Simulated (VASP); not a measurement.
Input of a VASP 6.6.1 run:

INCAR

```
PREC = Accurate ; ENCUT = 520
EDIFF = 1E-6 ; ISMEAR = 1
SIGMA = 0.02 ; LREAL = F
LASPH = T ; NELM = 60
ALGO = Normal ; ISIF = 2
LWAVE = F ; LCHARG = F
GGA = CA ; NBANDS = 12
```

The input KPOINTS:

```
regular mesh
0
Gamma
  4 4 4
```

POSCAR

```
NaB
1.0
    0.0000000000      2.3442870568      2.3442870568
    2.3442870568      0.0000000000      2.3442870568
    2.3442870568      2.3442870568      0.0000000000
Na B
1 1
Direct
    0.0000000000      0.0000000000      0.0000000000
    0.5000000000      0.5000000000      0.5000000000
```

Potentials or basis: VASP PAW LDA potentials, release 64 (Na_pv, B).

Command:

```console
$ cat potpaw_LDA.64/Na_pv/POTCAR potpaw_LDA.64/B/POTCAR > POTCAR
$ mpirun -np 1 vasp_std > vasp.out
```

Q: Estimate the band gap on the k mesh.

A: Zero (band 5 reaches 6.22 eV, above the bottom of band 6 at 1.86 eV).

Q: Predict the pressure.

A: 20.2 GPa.

Caveat: the k points lie up to 0.58 Å⁻¹ apart.
